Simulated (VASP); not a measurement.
# Co in VASP: further runs, part 2 of 2

VASP 6.6.1.

### Step 4. Single point, PBEsol, collinear spin, ferromagnetic start

Input file INCAR:

```
PREC = Accurate
ENCUT = 520
EDIFF = 1E-7
ISMEAR = -1
SIGMA = 0.1
LREAL = False
LASPH = True
NELM = 150
ALGO = Normal
ISIF = 2
LWAVE = False
LCHARG = False
ISPIN = 2
MAGMOM = 1.8 1.8 1.8 1.8 1.8 1.8 1.8 1.8 1.8 1.8 1.8 1.8
LORBIT = 11
LMAXMIX = 4
GGA = PS
NBANDS = 70
```

Input file KPOINTS:

```
Automatic mesh
0
Gamma
  3 3 1
```

Input file POSCAR:

```
Co
1.0
    5.0200000000      0.0000000000      0.0000000000
    2.5100000000      4.3474480000      0.0000000000
    0.0000000000      0.0000000000     16.0712200000
Co
12
Direct
    0.0000000000      0.0000000000      0.0622230297
    0.5000000000      0.0000000000      0.0622230297
    0.0000027602      0.4999944795      0.0622230297
    0.5000027602      0.4999944795      0.0622230297
   -0.1469400548      0.3400155678      0.2228455587
    0.3685077639      0.3120681374      0.1976452317
   -0.0936555455      0.8620919675      0.1813054641
    0.3317063360      0.8841968898      0.1725817953
    0.1092641418      0.0092008001      0.3333412149
    0.6016857493      0.0264292983      0.3082217778
    0.0412214521      0.5131746257      0.3228441898
    0.5184855388      0.5461364920      0.3160369903
```

Potentials or basis: VASP PAW PBE potentials, release 64 (Co).

Run with:

```bash
> cat potpaw_PBE.64/Co/POTCAR > POTCAR
> mpirun -np 1 vasp_std > vasp.out
```

OUTCAR:

```text
PREC = Accurate
   ENCUT = 520
   EDIFF = 1E-7
   ISMEAR = -1
   LREAL = False
   LASPH = True
   NELM = 150
   ISIF = 2
   ISPIN = 2
   LORBIT = 11
   GGA = PS

 ion  position               nearest neighbor table
   1  0.000  0.000  0.062-   7 2.17   8 2.30   3 2.51   4 2.51   2 2.51   2 2.51   4 2.51   3 2.51
                             5 2.98
   2  0.500  0.000  0.062-   8 2.17   4 2.51   3 2.51   1 2.51   1 2.51   3 2.51   4 2.51   6 2.57
                             7 2.63
   3  0.000  0.500  0.062-   1 2.51   2 2.51   4 2.51   4 2.51   2 2.51   1 2.51   7 2.52   6 2.70
                             5 2.91
   4  0.500  0.500  0.062-   8 2.44   2 2.51   1 2.51   3 2.51   3 2.51   1 2.51   2 2.51   6 2.59
                             5 3.00
   5  0.853  0.340  0.223-  12 2.10  11 2.25   9 2.33   7 2.37   8 2.48   6 2.54   6 2.55   8 2.80
                            10 2.82   7 2.84   3 2.91   1 2.98   4 3.00
   6  0.369  0.312  0.198-  10 2.21   8 2.28  11 2.47   7 2.52   5 2.54  12 2.54   5 2.55   2 2.57
                             7 2.58   4 2.59   3 2.70   8 2.81
   7  0.906  0.862  0.181-   1 2.17   8 2.20   5 2.37  10 2.43   3 2.52   6 2.52   6 2.58   2 2.63
                            11 2.74   8 2.83   5 2.84   9 2.88
   8  0.332  0.884  0.173-   2 2.17   7 2.20   6 2.28   1 2.30   4 2.44   5 2.48  12 2.74   9 2.76
                             5 2.80   6 2.81   7 2.83  10 2.84
   9  0.109  0.009  0.333-  12 2.22   5 2.33  11 2.38  10 2.54  10 2.55  11 2.68   8 2.76  12 2.85
                             7 2.88
  10  0.602  0.026  0.308-   6 2.21  11 2.42  12 2.43   7 2.43   9 2.54   9 2.55  12 2.65  11 2.66
                             5 2.82   8 2.84
  11  0.041  0.513  0.323-   5 2.25   9 2.38  10 2.42   6 2.47  12 2.49  12 2.55  10 2.66   9 2.68
                             7 2.74
  12  0.518  0.546  0.316-   5 2.10   9 2.22  10 2.43  11 2.49   6 2.54  11 2.55  10 2.65   8 2.74
                             9 2.85

  LATTYP: Found a hexagonal cell.
 ALAT       =     5.0200004096
 C/A-ratio  =     3.2014379858

  Lattice vectors:

 A1 = (  -2.5100000000,  -4.3474480000,   0.0000000000)
 A2 = (   5.0200000000,   0.0000000000,   0.0000000000)
 A3 = (   0.0000000000,   0.0000000000,  16.0712200000)

Analysis of symmetry for initial positions (statically):
=====================================================================
 Subroutine PRICEL returns:
 Original cell was already a primitive cell.

 Routine SETGRP: Setting up the symmetry group for a
 hexagonal supercell.

 Subroutine GETGRP returns: Found  1 space group operations
 (whereof  1 operations were pure point group operations)
 out of a pool of 24 trial point group operations.

The static configuration has the point symmetry C_1 .

Analysis of symmetry for dynamics (positions and initial velocities):
=====================================================================
 Subroutine PRICEL returns:
 Original cell was already a primitive cell.

 Routine SETGRP: Setting up the symmetry group for a
 hexagonal supercell.

 Subroutine GETGRP returns: Found  1 space group operations
 (whereof  1 operations were pure point group operations)
 out of a pool of 24 trial point group operations.

The dynamic configuration has the point symmetry C_1 .

Analysis of structural, dynamic, and magnetic symmetry:
=====================================================================
 Subroutine PRICEL returns:
 Original cell was already a primitive cell.

 Routine SETGRP: Setting up the symmetry group for a
 hexagonal supercell.

 Subroutine GETGRP returns: Found  1 space group operations
[... 131 lines left out ...]
   IVDW    =     0    specifies the selected vdW correction
   LEPSILON=     F    determine dielectric tensor
   LRPA    =     F    only Hartree local field effects (RPA)
 spin polarized calculation
  energy-cutoff  :      520.00
  volume of cell :      350.74
 maximum number of plane-waves:      9430
 NGX is ok and might be reduce to    40
   NGX = 19   NGY = 19   NGZ = 59

 number of electron     107.9999998 magnetization      21.0903145

 Free energy of the ion-electron system (eV)
  ---------------------------------------------------
  ext. energy  EPLUGINS =         0.00000000
  ---------------------------------------------------
  free energy    TOTEN  =       -83.44492308 eV

  energy without entropy =      -82.97660241  energy(sigma->0) =      -83.21076274

 E-fermi :   0.7206     XC(G=0):  -6.3156

 val. band max:        0.6780283331   @ k =   0.3333   0.0000   0.0000
 cond. band min:       0.7210890517   @ k =   0.0000   0.3333   0.0000
 fundamental gap:      0.0430607185
 Fermi energy:         0.7205939254

 spin component 1

 k-point     1 :       0.0000    0.0000    0.0000
  band No.  band energies     occupation
      1      -7.3892      1.00000
      2      -5.5938      1.00000
      3      -4.5062      1.00000
      4      -4.2655      1.00000
      5      -4.2103      1.00000
      6      -4.1254      1.00000
[... 334 lines left out ...]
     65       0.2222      0.99320
     66       0.3123      0.98342
 Fermi energy:         0.7205939254

 spin component 2

 k-point     1 :       0.0000    0.0000    0.0000
  band No.  band energies     occupation
      1      -7.2839      1.00000
      2      -5.3749      1.00000
      3      -3.6702      1.00000
      4      -3.1150      1.00000
      5      -3.1007      1.00000
      6      -2.9945      1.00000
[... 334 lines left out ...]
     65       1.9450      0.00000
     66       2.0151      0.00000
 [bands above 66 left out]

------------------------ aborting loop because EDIFF is reached ----------------------------------------

  FORCE on cell =-STRESS in cart. coord.  units (eV):
  Direction    XX          YY          ZZ          XY          YZ          ZX
  --------------------------------------------------------------------------------------
  -------------------------------------------------------------------------------------
  Total      -12.6104588    -14.3260001     -2.3492023      0.0054549      0.5082624     -2.8833861
  in kB      -57.6042478    -65.4407960    -10.7310951      0.0249177      2.3217294    -13.1712328
  external PRESSURE =     -44.5920463 kB  Pullay stress =       0.0000000 kB

 VOLUME and BASIS-vectors are now :
 -----------------------------------------------------------------------------
  energy-cutoff  :      520.00
  volume of cell :      350.74
      direct lattice vectors                 reciprocal lattice vectors
     5.020000000  0.000000000  0.000000000     0.199203187 -0.115010001  0.000000000
     2.510000000  4.347448000  0.000000000     0.000000000  0.230020003  0.000000000
     0.000000000  0.000000000 16.071220000     0.000000000  0.000000000  0.062223030

 POSITION                                       TOTAL-FORCE (eV/Angst)
 -----------------------------------------------------------------------------------
      0.00000      0.00000      1.00000         0.114612      0.540241     -1.043895
      2.51000      0.00000      1.00000         0.859262      0.329755     -0.328654
      1.25500      2.17370      1.00000         0.111969     -0.066042      1.031591
      3.76500      2.17370      1.00000        -0.066303     -0.152048      0.726274
      5.13580      1.47820      3.58140         0.606994      0.036134     -2.833682
      2.63320      1.35670      3.17640         0.167797      1.597222     -1.246464
      6.71370      3.74790      2.91380        -2.124559     -1.294846      1.158187
      3.88450      3.84400      2.77360         0.892073     -1.412103      1.962970
      0.57160      0.04000      5.35720        -0.665746      0.307563     -0.904365
      3.08680      0.11490      4.95350        -0.400510     -0.568051      0.614640
      1.49500      2.23100      5.18850         0.881360      0.411237     -0.107404
      3.97360      2.37430      5.07910        -0.376950      0.270939      0.970802
 -----------------------------------------------------------------------------------
    total drift:                               -0.001382     -0.000064     -0.001515

  FREE ENERGIE OF THE ION-ELECTRON SYSTEM (eV)
  ---------------------------------------------------
  free  energy   TOTEN  =       -83.4449230757 eV

  energy  without entropy=      -82.9766024091  energy(sigma->0) =      -83.21076274

 total charge

# of ion       s       p       d       tot
------------------------------------------
    1        0.510   0.423   7.249   8.182
    2        0.499   0.416   7.236   8.151
    3        0.456   0.359   7.180   7.995
    4        0.465   0.368   7.190   8.023
    5        0.498   0.506   7.294   8.298
    6        0.482   0.500   7.272   8.253
    7        0.492   0.503   7.282   8.277
    8        0.509   0.521   7.299   8.329
    9        0.473   0.369   7.231   8.073
   10        0.483   0.413   7.228   8.124
   11        0.490   0.395   7.234   8.119
   12        0.516   0.436   7.269   8.222
--------------------------------------------------
tot          5.874   5.210  86.963  98.047

 magnetization (x)

# of ion       s       p       d       tot
------------------------------------------
    1       -0.007  -0.037   1.785   1.740
    2       -0.003  -0.037   1.771   1.731
    3       -0.003  -0.037   1.872   1.833
    4       -0.003  -0.035   1.855   1.817
    5       -0.013  -0.041   1.823   1.769
    6       -0.017  -0.049   1.779   1.712
    7       -0.017  -0.045   1.808   1.746
    8       -0.016  -0.045   1.814   1.753
    9        0.000  -0.028   1.856   1.828
   10       -0.006  -0.033   1.804   1.765
   11       -0.002  -0.031   1.800   1.767
   12       -0.003  -0.035   1.790   1.752
--------------------------------------------------
tot         -0.091  -0.452  21.758  21.214
```

It took 13 min on 1 thread of Intel Xeon Platinum 8559C (Emerald Rapids), shared host; peak memory 0.7 GiB.

Results:

- Free energy: -83.4449 eV
- Largest force: 2.898 eV/Å
- Net moment: 21.09 μB per cell
- Site moments: Co +1.74, +1.73, +1.83, +1.82, +1.77, +1.71, +1.75, +1.76 (each value once) μB
- Valence electrons inside the program's atomic spheres: Co 8.18, 8.15, 8.00, 8.02, 8.30, 8.25, 8.28, 8.33, 8.07, 8.12, 8.22 (each value once)

Forces on the atoms (eV/Å):
```
Co   0.115  0.540 -1.044
Co   0.859  0.330 -0.329
Co   0.112 -0.066  1.032
Co  -0.066 -0.152  0.726
Co   0.607  0.036 -2.834
Co   0.168  1.597 -1.246
Co  -2.125 -1.295  1.158
Co   0.892 -1.412  1.963
Co  -0.666  0.308 -0.904
Co  -0.401 -0.568  0.615
Co   0.881  0.411 -0.107
Co  -0.377  0.271  0.971
```

Caveat: the k points lie up to 0.48 Å⁻¹ apart; the atoms stand as in a frame of molecular dynamics; the PAW data sets were made with another functional, which shifts forces and pressure a little.

### Step 5. Overview

| cell | gap on the mesh (eV) | moment (μB) | largest force (eV/Å) |
| --- | --- | --- | --- |
| as given, atomic positions A | none | 20.63 | 1.79 |
| as given, atomic positions B | none | 20.84 | 1.59 |
| as given, atomic positions C | none | 21.09 | 2.90 |

Alike in all rows: task single point; level PBEsol; potentials or basis VASP PAW PBE potentials, release 64 (Co); spin collinear, ferromagnetic start; k mesh 3 × 3 × 1; cutoff (eV) 520; smearing fermi-dirac 0.1 eV.

Caveats: all runs use coarse meshes; the PAW data sets were made with another functional, which shifts forces and pressure a little; the atoms stand as in a frame of molecular dynamics (at least some runs).

Absolute energies hang on the potentials; compare differences alone.
